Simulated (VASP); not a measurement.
Wanted: the native input for a VASP 6.6.1 run.

| Item | Value |
| --- | --- |
| Task | single point |
| Functional | PBEsol |
| Potentials or basis | VASP PAW PBE potentials, release 64 (Y_sv, Hg) |
| Cutoff | 520 eV |
| k mesh | 14 × 14 × 14 |
| Occupations | gaussian, width 0.15 eV |
| Spin | no spin polarisation |
| Dipole correction | no |
| Further INCAR settings | ALGO = Fast; EDIFF = 1e-06; NBANDS = 18 |

The structure of YHg lies in POSCAR:

```
YHg
1.0
    3.6820000000      0.0000000000      0.0000000000
    0.0000000000      3.6820000000      0.0000000000
    0.0000000000      0.0000000000      3.6820000000
Y Hg
1 1
Direct
    0.5000000000      0.5000000000      0.5000000000
   -0.0033948941      0.0000000000      0.0000000000
```

This cell differs from its parent crystal: all Hg atoms moved +0.013 Å, as atom 2 towards its neighbour atom 2 (Hg) at 3.682 Å.

One way to write it, as run:

INCAR

```
SYSTEM = YHg
PREC = Accurate
ENCUT = 520
EDIFF = 1E-6
ISMEAR = 0
SIGMA = 0.15
LREAL = .False.
LASPH = .True.
NELM = 80
ALGO = Fast
ISIF = 2
LWAVE = .False.
LCHARG = .False.
GGA = PS
NBANDS = 18
```

KPOINTS

```
regular mesh
0
Gamma
  14 14 14
  0 0 0
```

Potentials or basis: VASP PAW PBE potentials, release 64 (Y_sv, Hg).

Launch:

```bash
$ cat potpaw_PBE.64/Y_sv/POTCAR potpaw_PBE.64/Hg/POTCAR > POTCAR
$ mpirun -np 1 vasp_std > vasp.out
```

It gave:

| Item | Value |
| --- | --- |
| Pressure | -1.0 GPa |
| Largest force | 0.027 eV/Å |

Caveat: the cell differs from its parent crystal (all Hg atoms moved +0.013 Å, as atom 2 towards its neighbour atom 2 (Hg) at 3.682 Å); the PAW data sets were made with another functional, which shifts forces and pressure a little.

It took 4.4 min on 1 thread of Intel(R) Xeon(R) Platinum 8259CL CPU @ 2.50GHz (Skylake/Cascade Lake) (shared host), peak memory 0.41 GiB.
